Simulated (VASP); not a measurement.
# BeS (F-43m) in VASP: notebook

Runs on BeS. Level: PBEsol+D4. Tasks: single point.

All numbers are computed with VASP 6.6.1; they aren't measurements. Logs are shortened: lines on timing, memory, paths and dates and some standing lists are left out, and cuts for length are marked.

### Step 1. The cell of the first run

Symmetry: F-43m, No. 216, cubic system. Conventional cell: a = 4.850 Å, b = 4.850 Å, c = 4.850 Å, α = 90.00°, β = 90.00°, γ = 90.00°. S (site symmetry -43m) has 4 Be at 2.10 Å within 2.8 Å. Within 2.8 Å of Be (site symmetry -43m) lie 4 S at 2.10 Å.

### Step 2. Single point, PBEsol+D4, collinear spin, ferromagnetic start

INCAR

```
SYSTEM = BeS
  PREC = Accurate
  ENCUT = 520
  EDIFF = 1E-6
  ISMEAR = 1
  SIGMA = 0.025
  LREAL = .FALSE.
  LASPH = .TRUE.
  NELM = 150
  ALGO = Normal
  ISIF = 2
  LWAVE = .FALSE.
  LCHARG = .FALSE.
  ISPIN = 2
  MAGMOM = 1 0
  LORBIT = 11
  NUPDOWN = 1.0
  GGA = PS
  IVDW = 13
  NBANDS = 15
```

KPOINTS

```
regular mesh
0
G
  9 9 9
  0 0 0
```

POSCAR

```
BeS
1.0
    0.0000000000      2.4250000000      2.4250000000
    2.4250000000      0.0000000000      2.4250000000
    2.4250000000      2.4250000000      0.0000000000
S Be
1 1
Direct
    0.7500000000      0.7500000000      0.7500000000
    0.0000000000      0.0000000000      0.0000000000
```

Potentials or basis: VASP PAW PBE potentials, release 64 (S, Be).

Launch:

```bash
cat potpaw_PBE.64/S/POTCAR potpaw_PBE.64/Be/POTCAR > POTCAR
mpirun -np 1 vasp_std > vasp.out
```

OUTCAR:

```text
SYSTEM = BeS
   PREC = Accurate
   ENCUT = 520
   EDIFF = 1E-6
   ISMEAR = 1
   LREAL = .FALSE.
   LASPH = .TRUE.
   NELM = 150
   ISIF = 2
   ISPIN = 2
   LORBIT = 11
   NUPDOWN = 1.0
   GGA = PS
   IVDW = 13

 ion  position               nearest neighbor table
   1  0.750  0.750  0.750-   2 2.10   2 2.10   2 2.10   2 2.10
   2  0.000  0.000  0.000-   1 2.10   1 2.10   1 2.10   1 2.10

  LATTYP: Found a face centered cubic cell.
 ALAT       =     4.8500000000

  Lattice vectors:

 A1 = (   0.0000000000,   2.4250000000,   2.4250000000)
 A2 = (   2.4250000000,   0.0000000000,   2.4250000000)
 A3 = (   2.4250000000,   2.4250000000,   0.0000000000)

Analysis of symmetry for initial positions (statically):
=====================================================================
 Subroutine PRICEL returns:
 Original cell was already a primitive cell.

 Routine SETGRP: Setting up the symmetry group for a
 face centered cubic supercell.

 Subroutine GETGRP returns: Found 24 space group operations
 (whereof 24 operations were pure point group operations)
 out of a pool of 48 trial point group operations.

The static configuration has the point symmetry T_d .

Analysis of symmetry for dynamics (positions and initial velocities):
=====================================================================
 Subroutine PRICEL returns:
 Original cell was already a primitive cell.

 Routine SETGRP: Setting up the symmetry group for a
 face centered cubic supercell.

 Subroutine GETGRP returns: Found 24 space group operations
 (whereof 24 operations were pure point group operations)
 out of a pool of 48 trial point group operations.

The dynamic configuration has the point symmetry T_d .

Analysis of structural, dynamic, and magnetic symmetry:
=====================================================================
 Subroutine PRICEL returns:
 Original cell was already a primitive cell.

 Routine SETGRP: Setting up the symmetry group for a
 face centered cubic supercell.

 Subroutine GETGRP returns: Found 24 space group operations
 (whereof 24 operations were pure point group operations)
 out of a pool of 48 trial point group operations.

The overall configuration has the point symmetry T_d .

 Subroutine INISYM returns: Found 24 space group operations
 (whereof 24 operations are pure point group operations),
 and found     1 'primitive' translations

----------------------------------------------------------------------------------------

                                     Primitive cell

  volume of cell :      28.5210

  direct lattice vectors                    reciprocal lattice vectors
     0.000000000  2.425000000  2.425000000    -0.206185567  0.206185567  0.206185567
     2.425000000  0.000000000  2.425000000     0.206185567 -0.206185567  0.206185567
     2.425000000  2.425000000  0.000000000     0.206185567  0.206185567 -0.206185567

  length of vectors
     3.429467889  3.429467889  3.429467889     0.357123878  0.357123878  0.357123878

  position of ions in fractional coordinates (direct lattice)
     0.750000000  0.750000000  0.750000000
     0.000000000  0.000000000  0.000000000

  ion indices of the primitive-cell ions
   primitive index   ion index
                 1           1
                 2           2

----------------------------------------------------------------------------------------

 KPOINTS: regular mesh

Automatic generation of k-mesh.
 Grid dimensions read from file:
 generate k-points for:    9    9    9

 Generating k-lattice:

  Cartesian coordinates                     Fractional coordinates (reciprocal lattice)
    -0.022909507  0.022909507  0.022909507     0.111111111  0.000000000  0.000000000
     0.022909507 -0.022909507  0.022909507     0.000000000  0.111111111  0.000000000
     0.022909507  0.022909507 -0.022909507     0.000000000  0.000000000  0.111111111

  Length of vectors
     0.039680431  0.039680431  0.039680431

  Shift w.r.t. Gamma in fractional coordinates (k-lattice)
     0.000000000  0.000000000  0.000000000

 Subroutine IBZKPT returns following result:
 ===========================================

 Found     35 irreducible k-points:

 Following reciprocal coordinates:
            Coordinates               Weight
  0.000000  0.000000  0.000000      1.000000
  0.111111  0.000000  0.000000      8.000000
  0.222222  0.000000  0.000000      8.000000
[... 35 lines left out ...]
   LNONCOLLINEAR =      F non collinear calculations
   LSORBIT =      F    spin-orbit coupling
   LASPH  =      T    aspherical Exc in radial PAW
   ENCUT  =  520.0 eV  38.22 Ry    6.18 a.u.   6.38  6.38  6.38*2*pi/ulx,y,z
   NELM   =    150;   NELMIN=  2; NELMDL= -5     # of ELM steps
   EDIFF  = 0.1E-05   stopping-criterion for ELM
   LREAL  =      F    real-space projection
   EDIFFG = 0.1E-04   stopping-criterion for IOM
   NSW    =      0    number of steps for IOM
   IBRION =     -1    ionic relax: 0-MD 1-quasi-New 2-CG
   NFREE  =      0    steps in history (QN), initial steepest desc. (CG)
   ISIF   =      2    stress and relaxation
   ISYM   =      2    0-nonsym 1-usesym 2-fastsym
   POTIM  = 0.5000    time-step for ionic-motion
   TEBEG  =    0.0;   TEEND  =   0.0 temperature during run
   PSTRESS=    0.0 pullay stress
   NELECT =       8.0000    total number of electrons
   NUPDOWN=       1.0000    fix difference up-down
   EMIN   =  10.00;   EMAX   =-10.00  energy-range for DOS
   EFERMI =   0.00;   METHOD = LEGACY
   ISMEAR =     1;   SIGMA  =   0.03  broadening in eV -4-tet -1-fermi 0-gaus
   EFERMI_NEDOS =   21; number of points for ismear=-14 and -15
   IALGO  =     38    algorithm
   IMIX   =      4    mixing-type and parameters
     AMIX     =   0.40;   BMIX     =  1.00
     AMIX_MAG =   1.60;   BMIX_MAG =  1.00
  volume/ion in A,a.u.               =      14.26        96.23
  Fermi-wavevector in a.u.,A,eV,Ry     =   1.071642  2.025110 15.625158  1.148417
  Thomas-Fermi vector in A             =   2.207388
   LORBIT       =     11    0 simple, 1 ext, 2 COOP (PROOUT), +10 PAW based schemes
   GGA     = PS    functional components
   LHFCALC =     F    Hartree Fock is set to
   AEXX    =    0.0000 exact exchange contribution
   IVDW    =    13    specifies the selected vdW correction
   LEPSILON=     F    determine dielectric tensor
   LRPA    =     F    only Hartree local field effects (RPA)
 spin polarized calculation
 Methfessel and Paxton  Order N= 1 SIGMA  =   0.03
  energy-cutoff  :      520.00
  volume of cell :       28.52
 maximum number of plane-waves:       779
 NGX is ok and might be reduce to    28
   NGX = 13   NGY = 13   NGZ = 13

 number of electron       7.9999999 magnetization       1.0000000

 Free energy of the ion-electron system (eV)
  ---------------------------------------------------
  ext. energy  EPLUGINS =         0.00000000
  ---------------------------------------------------
  free energy    TOTEN  =        -7.90776944 eV

  energy without entropy =       -7.90763692  energy(sigma->0) =       -7.90772527

 E-fermi :   2.7776     XC(G=0): -10.0051

 val. band max:        9.0725673262   @ k =   0.3333   0.0000   0.0000
 cond. band min:       2.7902179510   @ k =   0.4444   0.2222   0.1111
 fundamental gap:     -6.2823493751
 Fermi energy:         9.0803467714

 spin component 1

 k-point     1 :       0.0000    0.0000    0.0000
  band No.  band energies     occupation
      1     -10.2310      1.00000
      2       3.4434      1.00000
      3       3.4434      1.00000
      4       3.4434      1.00000
      5       9.2257     -0.00000
      6       9.3379     -0.00000
      7       9.3379     -0.00000
      8       9.3379     -0.00000
      9      16.4527      0.00000
     10      16.4527      0.00000
     11      18.4546      0.00000
     12      20.1047      0.00000
     13      20.1047      0.00000
     14      20.1047      0.00000
[... 403 lines left out ...]
      4       0.9253      1.00000
      5       6.6809      1.00000
      6       8.6101      1.00000
      7      15.9383      0.00000
      8      15.9383      0.00000
      9      18.4867      0.00000
     10      19.7852      0.00000
     11      20.9187      0.00000
     12      20.9187      0.00000
     13      21.1341      0.00000
     14      26.6641      0.00000
     15      26.8184      0.00000

 [... further k-points ...]

 spin component 2

 k-point     1 :       0.0000    0.0000    0.0000
  band No.  band energies     occupation
      1      -9.6283      1.00000
      2       4.0328      0.00000
      3       4.0328      0.00000
      4       4.0328      0.00000
      5       9.9545      0.00000
      6       9.9545      0.00000
      7       9.9545      0.00000
      8      10.0364      0.00000
      9      17.0478      0.00000
     10      17.0478      0.00000
     11      19.0468      0.00000
     12      20.8332      0.00000
     13      20.8332      0.00000
     14      20.8332      0.00000
[... 403 lines left out ...]
      4       1.5252      1.00000
      5       7.5206      0.00000
      6       9.1957      0.00000
      7      16.5685      0.00000
      8      16.5685      0.00000
      9      19.1334      0.00000
     10      20.3918      0.00000
     11      21.5601      0.00000
     12      21.5601      0.00000
     13      21.8432      0.00000
     14      27.2337      0.00000
     15      27.7682      0.00000

 [... further k-points ...]

------------------------ aborting loop because EDIFF is reached ----------------------------------------

  DFT-D4 for vdW energy calculation

  Edisp (eV):   -0.29464

  FORCE on cell =-STRESS in cart. coord.  units (eV):
  Direction    XX          YY          ZZ          XY          YZ          ZX
  --------------------------------------------------------------------------------------
  -------------------------------------------------------------------------------------
  Total      -0.06076    -0.06076    -0.06076     0.00000     0.00000     0.00000
  in kB      -3.41304    -3.41304    -3.41304     0.00000     0.00000     0.00000
  external pressure =       -3.41 kB  Pullay stress =        0.00 kB

 VOLUME and BASIS-vectors are now :
 -----------------------------------------------------------------------------
  energy-cutoff  :      520.00
  volume of cell :       28.52
      direct lattice vectors                 reciprocal lattice vectors
     0.000000000  2.425000000  2.425000000    -0.206185567  0.206185567  0.206185567
     2.425000000  0.000000000  2.425000000     0.206185567 -0.206185567  0.206185567
     2.425000000  2.425000000  0.000000000     0.206185567  0.206185567 -0.206185567

 POSITION                                       TOTAL-FORCE (eV/Angst)
 -----------------------------------------------------------------------------------
      3.63750      3.63750      3.63750        -0.000000     -0.000000     -0.000000
      0.00000      0.00000      0.00000         0.000000      0.000000      0.000000
 -----------------------------------------------------------------------------------
    total drift:                                0.000000      0.000000      0.000000

  FREE ENERGIE OF THE ION-ELECTRON SYSTEM (eV)
  ---------------------------------------------------
  free  energy   TOTEN  =        -8.2024060575 eV

  energy  without entropy=       -8.2022735444  energy(sigma->0) =       -8.20236189

 total charge

# of ion       s       p       d       tot
------------------------------------------
    1        1.336   2.337   0.000   3.673
    2        0.398   0.663   0.000   1.061
--------------------------------------------------
tot          1.733   3.000   0.000   4.733

 magnetization (x)

# of ion       s       p       d       tot
------------------------------------------
    1        0.027   0.282   0.000   0.310
    2        0.029   0.141   0.000   0.171
--------------------------------------------------
tot          0.057   0.424   0.000   0.480
```

Wall time 27 s (1 thread of Intel Xeon 6975P-C, shared host); peak memory 0.17 GiB.

What came out:

- Free energy: -8.2024 eV
- Pressure: -0.3 GPa
- Net moment: 1.00 μB per cell
- Site moments: S +0.31; Be +0.17 μB
- Valence electrons inside the program's atomic spheres: S 3.67; Be 1.06
- Dispersion energy per atom: -0.147 eV

Caveat: the PAW data sets were made with another functional, which shifts forces and pressure a little; the total moment is fixed, so each spin has its own Fermi level.

[end of part 1 of 2]
